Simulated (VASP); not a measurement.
# C (I4/mmm) in VASP: further runs

C is run at these levels: PBE; tasks: single point.

Everything below comes from runs of VASP 6.6.1. Logs are shortened: lines on timing, memory, paths and dates and some standing lists are left out, and cuts for length are marked.

### Step 1. The cell of the first run

The structure is tetragonal, space group I4/mmm (No. 139). The conventional cell has a = 1.615 Å, b = 1.615 Å, c = 7.463 Å, α = 90.00°, β = 90.00°, γ = 90.00°. Within 2.1 Å of C (site symmetry 4/mmm) lie 4 C at 1.61 Å.

### Step 2. Single point, PBE

INCAR reads:

```
ALGO     = Normal         # electronic algorithm
EDIFF    = 1E-6           # SCF threshold, eV
ENCUT    = 520            # plane-wave cutoff, eV
GGA      = PE             # functional
ISIF     = 2              # what is computed and relaxed
ISMEAR   = 0              # smearing method
LASPH    = True           # aspherical terms in the spheres
LCHARG   = False          # write CHGCAR
LREAL    = False          # projectors in reciprocal space
LWAVE    = False          # write WAVECAR
NBANDS   = 8              # bands
NELM     = 100            # most SCF steps
PREC     = Accurate       # precision mode
SIGMA    = 0.1            # smearing width, eV
```

KPOINTS reads:

```
k-points
0
Gamma
  10 10 10
```

POSCAR reads:

```
C
1.0
   -0.8074902430      0.8074902430      3.7313795333
    0.8074902430     -0.8074902430      3.7313795333
    0.8074902430      0.8074902430     -3.7313795333
C
1
Direct
    0.0000000000      0.0000000000      0.0000000000
```

Potentials or basis: VASP PAW PBE potentials, release 64 (C).

On the command line:

```
$ cat potpaw_PBE.64/C/POTCAR > POTCAR
$ mpirun -np 1 vasp_std > vasp.out
```

OUTCAR:

```text
EDIFF = 1E-6
   ENCUT = 520
   GGA = PE
   ISIF = 2
   ISMEAR = 0
   LASPH = True
   LREAL = False
   NELM = 100
   PREC = Accurate

 ion  position               nearest neighbor table
   1  0.000  0.000  0.000-

  LATTYP: Found a body centered tetragonal cell.
 ALAT       =     1.6149804860
 C/A-ratio  =     4.6209592817

  Lattice vectors:

 A1 = (  -0.8074902430,   0.8074902430,   3.7313795333)
 A2 = (   0.8074902430,  -0.8074902430,   3.7313795333)
 A3 = (   0.8074902430,   0.8074902430,  -3.7313795333)

Analysis of symmetry for initial positions (statically):
=====================================================================
 Subroutine PRICEL returns:
 Original cell was already a primitive cell.

 Routine SETGRP: Setting up the symmetry group for a
 body centered tetragonal supercell.

 Subroutine GETGRP returns: Found 16 space group operations
 (whereof 16 operations were pure point group operations)
 out of a pool of 16 trial point group operations.

The static configuration has the point symmetry D_4h.

Analysis of symmetry for dynamics (positions and initial velocities):
=====================================================================
 Subroutine PRICEL returns:
 Original cell was already a primitive cell.

 Routine SETGRP: Setting up the symmetry group for a
 body centered tetragonal supercell.

 Subroutine GETGRP returns: Found 16 space group operations
 (whereof 16 operations were pure point group operations)
 out of a pool of 16 trial point group operations.

The dynamic configuration has the point symmetry D_4h.

 Subroutine INISYM returns: Found 16 space group operations
 (whereof 16 operations are pure point group operations),
 and found     1 'primitive' translations

----------------------------------------------------------------------------------------

                                     Primitive cell

  volume of cell :       9.7320

  direct lattice vectors                    reciprocal lattice vectors
    -0.807490243  0.807490243  3.731379533     0.000000000  0.619202528  0.133998698
     0.807490243 -0.807490243  3.731379533     0.619202528  0.000000000  0.133998698
     0.807490243  0.807490243 -3.731379533     0.619202528  0.619202528  0.000000000

  length of vectors
     3.902214013  3.902214013  3.902214013     0.633535652  0.633535652  0.875684613

  position of ions in fractional coordinates (direct lattice)
     0.000000000  0.000000000  0.000000000

  ion indices of the primitive-cell ions
   primitive index   ion index
                 1           1

----------------------------------------------------------------------------------------

 KPOINTS: k-points

Automatic generation of k-mesh.
 Grid dimensions read from file:
 generate k-points for:   10   10   10

 Generating k-lattice:

  Cartesian coordinates                     Fractional coordinates (reciprocal lattice)
     0.000000000  0.061920253  0.013399870     0.100000000  0.000000000 -0.000000000
     0.061920253  0.000000000  0.013399870     0.000000000  0.100000000 -0.000000000
     0.061920253  0.061920253  0.000000000     0.000000000  0.000000000  0.100000000

  Length of vectors
     0.063353565  0.063353565  0.087568461

  Shift w.r.t. Gamma in fractional coordinates (k-lattice)
     0.000000000  0.000000000  0.000000000

 Subroutine IBZKPT returns following result:
 ===========================================

 Found    102 irreducible k-points:

 Following reciprocal coordinates:
            Coordinates               Weight
  0.000000  0.000000  0.000000      1.000000
  0.100000 -0.000000  0.000000      8.000000
  0.200000 -0.000000  0.000000      8.000000
  0.300000  0.000000 -0.000000      8.000000
  0.400000 -0.000000  0.000000      8.000000
  0.500000  0.000000  0.000000      4.000000
[... 16 lines left out ...]
  0.300000  0.300000 -0.000000      8.000000
  0.400000  0.300000 -0.000000     16.000000
 [... further k-points ...]
   k-points           NKPTS =    102   k-points in BZ     NKDIM =    102   number of bands    NBANDS=      8
   number of dos      NEDOS =    301   number of ions     NIONS =      1
   total plane-waves  NPLWV =  27000
   dimension x,y,z NGX =    30 NGY =   30 NGZ =   30
   dimension x,y,z NGXF=    60 NGYF=   60 NGZF=   60
   ions per type =               1
   NGX,Y,Z   is equivalent  to a cutoff of  12.78, 12.78, 12.78 a.u.
   NGXF,Y,Z  is equivalent  to a cutoff of  25.56, 25.56, 25.56 a.u.
 SYSTEM =  unknown system
   PREC   = accura    normal or accurate (medium, high low for compatibility)
   ISTART =      0    job   : 0-new  1-cont  2-samecut
   ICHARG =      2    charge: 1-file 2-atom 10-const
   ISPIN  =      1    spin polarized calculation?
   LNONCOLLINEAR =      F non collinear calculations
   LSORBIT =      F    spin-orbit coupling
   LASPH  =      T    aspherical Exc in radial PAW
   ENCUT  =  520.0 eV  38.22 Ry    6.18 a.u.   7.26  7.26  7.26*2*pi/ulx,y,z
   NELM   =    100;   NELMIN=  2; NELMDL= -5     # of ELM steps
   EDIFF  = 0.1E-05   stopping-criterion for ELM
   LREAL  =      F    real-space projection
   EDIFFG = 0.1E-04   stopping-criterion for IOM
   NSW    =      0    number of steps for IOM
   IBRION =     -1    ionic relax: 0-MD 1-quasi-New 2-CG
   NFREE  =      0    steps in history (QN), initial steepest desc. (CG)
   ISIF   =      2    stress and relaxation
   ISYM   =      2    0-nonsym 1-usesym 2-fastsym
   POTIM  = 0.5000    time-step for ionic-motion
   TEBEG  =    0.0;   TEEND  =   0.0 temperature during run
   PSTRESS=    0.0 pullay stress
   NELECT =       4.0000    total number of electrons
   NUPDOWN=      -1.0000    fix difference up-down
   EMIN   =  10.00;   EMAX   =-10.00  energy-range for DOS
   EFERMI =   0.00;   METHOD = LEGACY
   ISMEAR =     0;   SIGMA  =   0.10  broadening in eV -4-tet -1-fermi 0-gaus
   EFERMI_NEDOS =   21; number of points for ismear=-14 and -15
   IALGO  =     38    algorithm
   IMIX   =      4    mixing-type and parameters
     AMIX     =   0.40;   BMIX     =  1.00
     AMIX_MAG =   1.60;   BMIX_MAG =  1.00
  volume/ion in A,a.u.               =       9.73        65.68
  Fermi-wavevector in a.u.,A,eV,Ry     =   1.217195  2.300165 20.157898  1.481564
  Thomas-Fermi vector in A             =   2.352524
   LORBIT       =      0    0 simple, 1 ext, 2 COOP (PROOUT), +10 PAW based schemes
   GGA     = PE    functional components
   LHFCALC =     F    Hartree Fock is set to
   AEXX    =    0.0000 exact exchange contribution
   IVDW    =     0    specifies the selected vdW correction
   LEPSILON=     F    determine dielectric tensor
   LRPA    =     F    only Hartree local field effects (RPA)
 non-spin polarized calculation
 Gauss-broadening in eV      SIGMA  =   0.10
  energy-cutoff  :      520.00
  volume of cell :        9.73
 maximum number of plane-waves:       274
 NGX is ok and might be reduce to    30

 number of electron       4.0000000 magnetization

 Free energy of the ion-electron system (eV)
  ---------------------------------------------------
  ext. energy  EPLUGINS =         0.00000000
  ---------------------------------------------------
  free energy    TOTEN  =        -6.69478921 eV

  energy without entropy =       -6.69311515  energy(sigma->0) =       -6.69395218

 E-fermi :   3.9732     XC(G=0):  -9.9302

 val. band max:        3.9468172921   @ k =  -0.3000   0.4000   0.2000
 cond. band min:       4.0624788766   @ k =  -0.2000   0.5000   0.1000
 fundamental gap:      0.1156615845
 Fermi energy:         3.9731986324

 k-point     1 :       0.0000    0.0000    0.0000
  band No.  band energies     occupation
      1     -15.8577      2.00000
      2      -2.8993      2.00000
      3       7.6290      0.00000
      4      19.5189      0.00000
      5      19.5189      0.00000
      6      27.2663      0.00000
      7      35.7205      0.00000
      8      38.6152      0.00000

 k-point     2 :       0.1000   -0.0000    0.0000
  band No.  band energies     occupation
      1     -15.4197      2.00000
      2      -2.4265      2.00000
      3       8.2255      0.00000
      4      16.7548      0.00000
      5      19.8429      0.00000
      6      27.2331      0.00000
      7      36.6157      0.00000
      8      41.4655      0.00000

 k-point     3 :       0.2000   -0.0000    0.0000
  band No.  band energies     occupation
      1     -14.1153      2.00000
      2      -1.0272      2.00000
      3       9.5014      0.00000
      4      11.8588      0.00000
      5      20.7423      0.00000
      6      26.9225      0.00000
      7      36.0197      0.00000
      8      39.9830      0.00000

 k-point     4 :       0.3000    0.0000   -0.0000
  band No.  band energies     occupation
      1     -11.9782      2.00000
      2       1.2031      2.00000
      3       5.2328      0.00000
      4      13.4676      0.00000
      5      21.9917      0.00000
      6      24.4351      0.00000
      7      32.1850      0.00000
      8      38.6576      0.00000

 k-point     5 :       0.4000   -0.0000    0.0000
  band No.  band energies     occupation
      1      -9.1262      2.00000
      2       0.1857      2.00000
      3       3.8847      1.78920
      4      16.8269      0.00000
      5      20.5027      0.00000
      6      23.1516      0.00000
      7      30.0511      0.00000
      8      34.0370      0.00000
[... 177 lines left out ...]
 k-point    22 :      -0.2000    0.2000    0.0000
  band No.  band energies     occupation
      1     -12.3983      2.00000
      2       1.0553      2.00000
      3       9.6991      0.00000
      4      11.5520      0.00000
      5      17.0996      0.00000
      6      28.1624      0.00000
      7      38.5872      0.00000
      8      40.0986      0.00000

 k-point    23 :       0.3000    0.3000   -0.0000
  band No.  band energies     occupation
      1      -8.1460      2.00000
      2       4.7770      0.00000
      3       5.0377      0.00000
      4      14.0262      0.00000
      5      19.6310      0.00000
      6      27.2025      0.00000
      7      32.7677      0.00000
      8      34.0507      0.00000

 k-point    24 :       0.4000    0.3000   -0.0000
  band No.  band energies     occupation
      1      -5.3714      2.00000
      2       1.8910      2.00000
      3       7.6375      0.00000
      4      14.4527      0.00000
      5      21.5984      0.00000
      6      26.0040      0.00000
      7      29.4257      0.00000
      8      33.0803      0.00000

 [... further k-points ...]
[... 5 lines left out ...]
  --------------------------------------------------------------------------------------
  -------------------------------------------------------------------------------------
  Total        0.0150451      0.0150451      0.0121004      0.0000000      0.0000000     -0.0000000
  in kB        2.4768640      2.4768640      1.9920831      0.0000000      0.0000000     -0.0000000
  external PRESSURE =       2.3152703 kB  Pullay stress =       0.0000000 kB

 VOLUME and BASIS-vectors are now :
 -----------------------------------------------------------------------------
  energy-cutoff  :      520.00
  volume of cell :        9.73
      direct lattice vectors                 reciprocal lattice vectors
    -0.807490243  0.807490243  3.731379533     0.000000000  0.619202528  0.133998698
     0.807490243 -0.807490243  3.731379533     0.619202528  0.000000000  0.133998698
     0.807490243  0.807490243 -3.731379533     0.619202528  0.619202528  0.000000000

 POSITION                                       TOTAL-FORCE (eV/Angst)
 -----------------------------------------------------------------------------------
      0.00000      0.00000      0.00000         0.000000      0.000000      0.000000
 -----------------------------------------------------------------------------------
    total drift:                               -0.000000      0.000000     -0.000000

  FREE ENERGIE OF THE ION-ELECTRON SYSTEM (eV)
  ---------------------------------------------------
  free  energy   TOTEN  =        -6.6947892114 eV

  energy  without entropy=       -6.6931151503  energy(sigma->0) =       -6.69395218
```

Run time: 16 s. Hardware: 1 thread of Intel Xeon Platinum 8488C (Sapphire Rapids), shared host; peak memory 0.15 GiB.

Results:

```
Free energy            : -6.6948 eV
Pressure               : 0.2 GPa
Band gap on the k mesh : zero (band 2 reaches 4.79 eV, above the bottom of band 3 at 3.45 eV)
```

Caveat: the k points lie up to 0.55 Å⁻¹ apart.

### Step 3. Single point, PBE

This run uses another cell than the first one: it holds 5 atoms, not 1.

INCAR reads:

```
SYSTEM = C
PREC = Accurate
ENCUT = 520
EDIFF = 1E-7
ISMEAR = 0
SIGMA = 0.1
LREAL = .False.
LASPH = .True.
NELM = 100
ALGO = Normal
ISIF = 2
LWAVE = .False.
LCHARG = .True.
GGA = PE
LELF = .True.
LVHAR = .True.
NBANDS = 18
```

KPOINTS reads:

```
regular mesh
0
Gamma
  6 6 6
  0 0 0
```

POSCAR reads:

```
C
1.0
   -1.8316558018      1.8316371087      3.3585556574
    1.8316558018     -1.8316371087      3.3585556574
    1.8316558018      1.8316371087     -3.3585556574
C
5
Direct
    0.0145530205      0.0145457225      0.3947176864
    0.6198280360      0.0145457225      0.9999927019
    0.6198280360      0.6198353341      0.6052823136
    0.0145530205      0.6198353341      0.0000072981
    0.3171878869      0.3171878869      0.0000000000
```

Potentials or basis: VASP PAW PBE potentials, release 64 (C).

On the command line:

```
$ cat potpaw_PBE.64/C/POTCAR > POTCAR
$ mpirun -np 1 vasp_std > vasp.out
```

OUTCAR:

```text
SYSTEM = C
   PREC = Accurate
   ENCUT = 520
   EDIFF = 1E-7
   ISMEAR = 0
   LREAL = .False.
   LASPH = .True.
   NELM = 100
   ISIF = 2
   GGA = PE

 ion  position               nearest neighbor table
   1  0.015  0.015  0.395-   4 1.45   2 1.45   5 1.57   3 2.04
   2  0.620  0.015  1.000-   3 1.45   1 1.45   5 1.57   4 2.04
   3  0.620  0.620  0.605-   2 1.45   4 1.45   5 1.57   1 2.04
   4  0.015  0.620  0.000-   1 1.45   3 1.45   5 1.57   2 2.04
[... 715 lines left out ...]
  --------------------------------------------------------------------------------------
  -------------------------------------------------------------------------------------
  Total        0.1602009      0.1626791      0.0346908      0.0000000      0.0000013      0.0000000
  in kB        5.6948146      5.7829109      1.2331867      0.0000000      0.0000460      0.0000000
  external PRESSURE =       4.2369707 kB  Pullay stress =       0.0000000 kB

 VOLUME and BASIS-vectors are now :
 -----------------------------------------------------------------------------
  energy-cutoff  :      520.00
  volume of cell :       45.07
      direct lattice vectors                 reciprocal lattice vectors
    -1.831655802  1.831637109  3.358555657     0.000000000  0.272979837  0.148873519
     1.831655802 -1.831637109  3.358555657     0.272977051  0.000000000  0.148873519
     1.831655802  1.831637109 -3.358555657     0.272977051  0.272979837  0.000000000

 POSITION                                       TOTAL-FORCE (eV/Angst)
 -----------------------------------------------------------------------------------
      0.72297      0.72299     -1.22795         0.054712      0.053849      0.000000
      0.72297      2.94028     -1.22795         0.054712     -0.053849     -0.000000
      1.10868      1.10864      2.13060        -0.054712     -0.053849     -0.000000
      1.10868     -1.10864      2.13060        -0.054712      0.053849      0.000000
      0.00000      0.00000      2.13059        -0.000000      0.000000     -0.000000
 -----------------------------------------------------------------------------------
    total drift:                                0.000000      0.000000      0.009308

  FREE ENERGIE OF THE ION-ELECTRON SYSTEM (eV)
  ---------------------------------------------------
  free  energy   TOTEN  =       -37.5331367167 eV

  energy  without entropy=      -37.5225563201  energy(sigma->0) =      -37.52784652
```

OSZICAR:

```text
N       E                     dE             d eps       ncg     rms          rms(c)
DAV:   1     0.548542125629E+02    0.54854E+02   -0.10284E+04  2448   0.102E+03
DAV:   2    -0.356370860785E+02   -0.90491E+02   -0.87235E+02  3256   0.214E+02
DAV:   3    -0.392916543192E+02   -0.36546E+01   -0.36144E+01  3168   0.397E+01
DAV:   4    -0.393274315820E+02   -0.35777E-01   -0.35722E-01  3416   0.445E+00
DAV:   5    -0.393280487254E+02   -0.61714E-03   -0.61697E-03  3234   0.554E-01    0.833E+00
DAV:   6    -0.378772804533E+02    0.14508E+01   -0.16683E+00  3058   0.734E+00    0.449E+00
DAV:   7    -0.375302500698E+02    0.34703E+00   -0.91681E-01  3226   0.569E+00    0.161E+00
DAV:   8    -0.375320767367E+02   -0.18267E-02   -0.49041E-02  3216   0.136E+00    0.654E-01
DAV:   9    -0.375329075226E+02   -0.83079E-03   -0.33258E-03  2898   0.374E-01    0.119E-01
DAV:  10    -0.375330818366E+02   -0.17431E-03   -0.42025E-04  2926   0.144E-01    0.424E-02
DAV:  11    -0.375331234270E+02   -0.41590E-04   -0.68166E-05  2982   0.578E-02    0.141E-02
DAV:  12    -0.375331362215E+02   -0.12795E-04   -0.16601E-05  3056   0.267E-02    0.420E-03
DAV:  13    -0.375331367587E+02   -0.53723E-06   -0.37323E-06  2846   0.131E-02    0.848E-04
DAV:  14    -0.375331367167E+02    0.42071E-07   -0.15558E-07  3058   0.276E-03
   1 F= -.37533137E+02 E0= -.37527847E+02  d E =-.105804E-01
```

stdout:

```text
POSCAR found type information on POSCAR C
 POSCAR found :  1 types and       5 ions
 scaLAPACK will be used
 -----------------------------------------------------------------------------
|                                                                             |
|           W    W    AA    RRRRR   N    N  II  N    N   GGGG   !!!           |
|           W    W   A  A   R    R  NN   N  II  NN   N  G    G  !!!           |
[... 17 lines left out ...]
|                                                                             |
 -----------------------------------------------------------------------------

 LDA part: xc-table for (Slater+PW92), standard interpolation
 POSCAR, INCAR and KPOINTS ok, starting setup
 FFT: planning ... GRIDC
 FFT: planning ... GRID_SOFT
 FFT: planning ... GRID
 WAVECAR not read
 entering main loop
```

Wall time 70 s (1 thread of Intel Xeon Platinum 8259CL at 2.50GHz (Skylake/Cascade Lake), shared host); peak memory 0.18 GiB.

Results:

```
Free energy            : -37.5331 eV
Pressure               : 0.4 GPa
Largest force          : 0.077 eV/Å
Band gap on the k mesh : zero (band 10 reaches 6.09 eV, above the bottom of band 11 at 3.25 eV)
```

Forces on the atoms (eV/Å):
```
C    0.055  0.054  0.000
C    0.055 -0.054  0.000
C   -0.055 -0.054  0.000
C   -0.055  0.054  0.000
C    0.000  0.000  0.000
```

Stress tensor (GPa, compression positive):
```
0.57 0.00 0.00
0.00 0.58 0.00
0.00 0.00 0.12
```

Caveat: the k points lie up to 0.40 Å⁻¹ apart.
